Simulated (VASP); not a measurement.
# Na (P6_3/mmc) in VASP: further runs

The runs below take Na through electric field gradients, with PBE.

Everything below comes from runs of VASP 6.6.1. Logs are shortened: lines on timing, memory, paths and dates and some standing lists are left out, and cuts for length are marked.

### 1 The cell of the first run

It takes space group P6_3/mmc (No. 194, hexagonal). The conventional cell has a = 3.654 Å, b = 3.654 Å, c = 6.154 Å, α = 90.00°, β = 90.00°, γ = 120.00°. Within 4.8 Å of Na (site symmetry -6m2) lie 12 Na at 3.65 to 3.73 Å.

### 2 Electric field gradients, PBE (equal xx and yy strain of -3 %)

File INCAR:

```
PREC = Accurate
ENCUT = 520
EDIFF = 1E-8
ISMEAR = -1
SIGMA = 0.05
LREAL = F
LASPH = T
NELM = 60
ALGO = Normal
ISIF = 2
LWAVE = F
LCHARG = F
GGA = PE
LEFG = T
NBANDS = 14
```

File KPOINTS:

```
regular mesh
0
Gamma
  13 13 7
```

File POSCAR:

```
Na
1.0
    3.6539909677      0.0000000000      0.0000000000
   -1.8269954838      3.1644490032      0.0000000000
    0.0000000000      0.0000000000      6.1540000000
Na
2
Direct
    0.3333333333      0.6666666667      0.2500000000
    0.6666666667      0.3333333333      0.7500000000
```

Potentials or basis: VASP PAW PBE potentials, release 64 (Na_pv).

Launch:

```sh
> cat potpaw_PBE.64/Na_pv/POTCAR > POTCAR
> mpirun -np 1 vasp_std > vasp.out
```

OUTCAR:

```text
PREC = Accurate
   ENCUT = 520
   EDIFF = 1E-8
   ISMEAR = -1
   LREAL = F
   LASPH = T
   NELM = 60
   ISIF = 2
   GGA = PE

 ion  position               nearest neighbor table
   1  0.333  0.667  0.250-
   2  0.667  0.333  0.750-

  LATTYP: Found a hexagonal cell.
 ALAT       =     3.6539909677
 C/A-ratio  =     1.6841858818

  Lattice vectors:

 A1 = (   3.6539909677,   0.0000000000,   0.0000000000)
 A2 = (  -1.8269954838,   3.1644490032,   0.0000000000)
 A3 = (   0.0000000000,   0.0000000000,   6.1540000000)

Analysis of symmetry for initial positions (statically):
=====================================================================
 Subroutine PRICEL returns:
 Original cell was already a primitive cell.

 Routine SETGRP: Setting up the symmetry group for a
 hexagonal supercell.

 Subroutine GETGRP returns: Found 24 space group operations
 (whereof 12 operations were pure point group operations)
 out of a pool of 24 trial point group operations.

The static configuration has the point symmetry D_3d.
 The point group associated with its full space group is D_6h.

Analysis of symmetry for dynamics (positions and initial velocities):
=====================================================================
 Subroutine PRICEL returns:
 Original cell was already a primitive cell.

 Routine SETGRP: Setting up the symmetry group for a
 hexagonal supercell.

 Subroutine GETGRP returns: Found 24 space group operations
 (whereof 12 operations were pure point group operations)
 out of a pool of 24 trial point group operations.

The dynamic configuration has the point symmetry D_3d.
 The point group associated with its full space group is D_6h.

 Subroutine INISYM returns: Found 24 space group operations
 (whereof 12 operations are pure point group operations),
 and found     1 'primitive' translations

----------------------------------------------------------------------------------------

                                     Primitive cell

  volume of cell :      71.1579

  direct lattice vectors                    reciprocal lattice vectors
     3.653990968  0.000000000  0.000000000     0.273673364  0.158005390  0.000000000
    -1.826995484  3.164449003  0.000000000     0.000000000  0.316010781  0.000000000
     0.000000000  0.000000000  6.154000000     0.000000000  0.000000000  0.162495938

  length of vectors
     3.653990968  3.653990968  6.154000000     0.316010781  0.316010781  0.162495938

  position of ions in fractional coordinates (direct lattice)
     0.333333333  0.666666667  0.250000000
     0.666666667  0.333333333  0.750000000

  ion indices of the primitive-cell ions
   primitive index   ion index
                 1           1
                 2           2

----------------------------------------------------------------------------------------

 KPOINTS: regular mesh

Automatic generation of k-mesh.
 Grid dimensions read from file:
 generate k-points for:   13   13    7

 Generating k-lattice:

  Cartesian coordinates                     Fractional coordinates (reciprocal lattice)
     0.021051797  0.012154261  0.000000000     0.076923077  0.000000000  0.000000000
     0.000000000  0.024308522  0.000000000     0.000000000  0.076923077  0.000000000
     0.000000000  0.000000000  0.023213705     0.000000000  0.000000000  0.142857143

  Length of vectors
     0.024308522  0.024308522  0.023213705

  Shift w.r.t. Gamma in fractional coordinates (k-lattice)
     0.000000000  0.000000000  0.000000000

 Subroutine IBZKPT returns following result:
 ===========================================

 Found     84 irreducible k-points:

 Following reciprocal coordinates:
            Coordinates               Weight
  0.000000  0.000000  0.000000      1.000000
  0.076923  0.000000  0.000000      6.000000
  0.153846  0.000000  0.000000      6.000000
  0.230769  0.000000  0.000000      6.000000
  0.307692  0.000000  0.000000      6.000000
  0.384615  0.000000  0.000000      6.000000
[... 16 lines left out ...]
  0.076923  0.000000  0.142857     12.000000
  0.153846  0.000000  0.142857     12.000000
 [... further k-points ...]
   k-points           NKPTS =     84   k-points in BZ     NKDIM =     84   number of bands    NBANDS=     14
   number of dos      NEDOS =    301   number of ions     NIONS =      2
   total plane-waves  NPLWV =  37632
   dimension x,y,z NGX =    28 NGY =   28 NGZ =   48
   dimension x,y,z NGXF=    56 NGYF=   56 NGZF=   96
   ions per type =               2
   NGX,Y,Z   is equivalent  to a cutoff of  12.74, 12.74, 12.97 a.u.
   NGXF,Y,Z  is equivalent  to a cutoff of  25.48, 25.48, 25.93 a.u.
 SYSTEM =  unknown system
   PREC   = accura    normal or accurate (medium, high low for compatibility)
   ISTART =      0    job   : 0-new  1-cont  2-samecut
   ICHARG =      2    charge: 1-file 2-atom 10-const
   ISPIN  =      1    spin polarized calculation?
   LNONCOLLINEAR =      F non collinear calculations
   LSORBIT =      F    spin-orbit coupling
   LASPH  =      T    aspherical Exc in radial PAW
   ENCUT  =  520.0 eV  38.22 Ry    6.18 a.u.   6.79  6.79 11.44*2*pi/ulx,y,z
   NELM   =     60;   NELMIN=  2; NELMDL= -5     # of ELM steps
   EDIFF  = 0.1E-07   stopping-criterion for ELM
   LREAL  =      F    real-space projection
   EDIFFG = 0.1E-06   stopping-criterion for IOM
   NSW    =      0    number of steps for IOM
   IBRION =     -1    ionic relax: 0-MD 1-quasi-New 2-CG
   NFREE  =      0    steps in history (QN), initial steepest desc. (CG)
   ISIF   =      2    stress and relaxation
   ISYM   =      2    0-nonsym 1-usesym 2-fastsym
   POTIM  = 0.5000    time-step for ionic-motion
   TEBEG  =    0.0;   TEEND  =   0.0 temperature during run
   PSTRESS=    0.0 pullay stress
   NELECT =      14.0000    total number of electrons
   NUPDOWN=      -1.0000    fix difference up-down
   EMIN   =  10.00;   EMAX   =-10.00  energy-range for DOS
   EFERMI =   0.00;   METHOD = LEGACY
   ISMEAR =    -1;   SIGMA  =   0.05  broadening in eV -4-tet -1-fermi 0-gaus
   EFERMI_NEDOS =   21; number of points for ismear=-14 and -15
   IALGO  =     38    algorithm
   IMIX   =      4    mixing-type and parameters
     AMIX     =   0.40;   BMIX     =  1.00
     AMIX_MAG =   1.60;   BMIX_MAG =  1.00
  volume/ion in A,a.u.               =      35.58       240.10
  Fermi-wavevector in a.u.,A,eV,Ry     =   0.952160  1.799321 12.335153  0.906608
  Thomas-Fermi vector in A             =   2.080697
   LORBIT       =      0    0 simple, 1 ext, 2 COOP (PROOUT), +10 PAW based schemes
   GGA     = PE    functional components
   LHFCALC =     F    Hartree Fock is set to
   AEXX    =    0.0000 exact exchange contribution
   IVDW    =     0    specifies the selected vdW correction
   LEPSILON=     F    determine dielectric tensor
   LRPA    =     F    only Hartree local field effects (RPA)
 non-spin polarized calculation
  energy-cutoff  :      520.00
  volume of cell :       71.16
 maximum number of plane-waves:      1943
 NGX is ok and might be reduce to    28
   NGX = 13   NGY = 13   NGZ = 23

 number of electron      14.0000002 magnetization

 Free energy of the ion-electron system (eV)
  ---------------------------------------------------
  ext. energy  EPLUGINS =         0.00000000
  ---------------------------------------------------
  free energy    TOTEN  =        -2.62219773 eV

  energy without entropy =       -2.61557017  energy(sigma->0) =       -2.61888395

 E-fermi :   0.4552     XC(G=0):  -6.6095

 val. band max:        0.3787986899   @ k =   0.3077   0.2308   0.0000
 cond. band min:       0.4571122047   @ k =   0.3077   0.2308   0.1429
 fundamental gap:      0.0783135148
 Fermi energy:         0.4551722965

 k-point     1 :       0.0000    0.0000    0.0000
  band No.  band energies     occupation
      1     -24.4543      2.00000
      2     -24.4228      2.00000
      3     -24.4228      2.00000
      4     -24.4181      2.00000
      5     -24.4181      2.00000
      6     -24.4170      2.00000
      7      -2.9170      2.00000
      8       0.8688      0.00051
      9       1.2661      0.00000
     10      10.9224      0.00000
     11      10.9224      0.00000
     12      11.0559      0.00000
     13      11.3705      0.00000
     14      11.3705      0.00000
[... 377 lines left out ...]
      1     -24.4499      2.00000
      2     -24.4297      2.00000
      3     -24.4264      2.00000
      4     -24.4247      2.00000
      5     -24.4197      2.00000
      6     -24.4189      2.00000
      7      -2.4663      2.00000
      8       0.3629      1.72735
      9       2.5940      0.00000
     10       7.5952      0.00000
     11       9.5393      0.00000
     12       9.5906      0.00000
     13      10.0769      0.00000
     14      11.1258      0.00000

 [... further k-points ...]

------------------------ aborting loop because EDIFF is reached ----------------------------------------

  FORCE on cell =-STRESS in cart. coord.  units (eV):
  Direction    XX          YY          ZZ          XY          YZ          ZX
  --------------------------------------------------------------------------------------
  -------------------------------------------------------------------------------------
  Total        0.1875855      0.1875855      0.0782571      0.0000000      0.0000000      0.0000000
  in kB        4.2236383      4.2236383      1.7620218      0.0000000      0.0000000      0.0000000
  external PRESSURE =       3.4030995 kB  Pullay stress =       0.0000000 kB

 VOLUME and BASIS-vectors are now :
 -----------------------------------------------------------------------------
  energy-cutoff  :      520.00
  volume of cell :       71.16
      direct lattice vectors                 reciprocal lattice vectors
     3.653990968  0.000000000  0.000000000     0.273673364  0.158005390  0.000000000
    -1.826995484  3.164449003  0.000000000     0.000000000  0.316010781  0.000000000
     0.000000000  0.000000000  6.154000000     0.000000000  0.000000000  0.162495938

 POSITION                                       TOTAL-FORCE (eV/Angst)
 -----------------------------------------------------------------------------------
     -0.00000      2.10963      1.53850         0.000000     -0.000000      0.000000
      1.82700      1.05482      4.61550        -0.000000      0.000000      0.000000
 -----------------------------------------------------------------------------------
    total drift:                                0.000000     -0.000000      0.000000

  FREE ENERGIE OF THE ION-ELECTRON SYSTEM (eV)
  ---------------------------------------------------
  free  energy   TOTEN  =        -2.6221977293 eV

  energy  without entropy=       -2.6155701669  energy(sigma->0) =       -2.61888395

 Electric field gradients (V/A^2)
---------------------------------------------------------------------
 ion       V_xx      V_yy      V_zz      V_xy      V_xz      V_yz
---------------------------------------------------------------------
   1       0.294     0.297    -0.591     0.003    -0.000     0.000
   2       0.294     0.297    -0.591     0.003     0.000    -0.000
---------------------------------------------------------------------

 Electric field gradients after diagonalization (V/A^2)
 (convention: |V_zz| > |V_xx| > |V_yy|)
----------------------------------------------------------------------
 ion       V_xx      V_yy      V_zz     asymmetry (V_yy - V_xx)/ V_zz
----------------------------------------------------------------------
   1       0.299     0.292    -0.591       0.012
   2       0.299     0.292    -0.591       0.012
----------------------------------------------------------------------

           NMR quadrupolar parameters

 Cq : quadrupolar parameter    Cq=e*Q*V_zz/h
 eta: asymmetry parameters     (V_yy - V_xx)/ V_zz
 Q  : nuclear electric quadrupole moment in mb (millibarn)
----------------------------------------------------------------------
 ion       Cq(MHz)       eta       Q (mb)
----------------------------------------------------------------------
   1      -0.001       0.012       1.000
   2      -0.001       0.012       1.000
----------------------------------------------------------------------
```

Wall time 32 s (1 thread of Intel Xeon 6975P-C (Granite Rapids), shared host); peak memory 0.2 GiB.

Results:

```yaml
Free_energy: -2.6222 eV
Pressure: 0.3 GPa
Band_gap_on_the_k_mesh: zero (band 7 reaches 1.97 eV, above the bottom of band 8 at -1.59 eV)
```

Stress tensor (GPa, compression positive):
```
0.42 0.00 0.00
0.00 0.42 0.00
0.00 0.00 0.18
```

Levels at points of the mesh, in eV from the Fermi level:
```tsv
k point	band 5	band 6	band 7	band 8	band 9	band 10
(0.00, 0.00, 0.00)	-24.87	-24.87	-3.37	0.41	0.81	10.47
```

Electric field gradients, principal values (V/Å²):
```
atom  least  middle  greatest (by size)
1 Na  0.292   0.299              -0.591
2 Na  0.292   0.299              -0.591
```

Caveat: the cell differs from its parent crystal (equal xx and yy strain of -3 %); without QUAD_EFG the Cq values of the log hold for a quadrupole moment of 1 mb, not for the nuclei.

(Continued in part 2 of 2.)
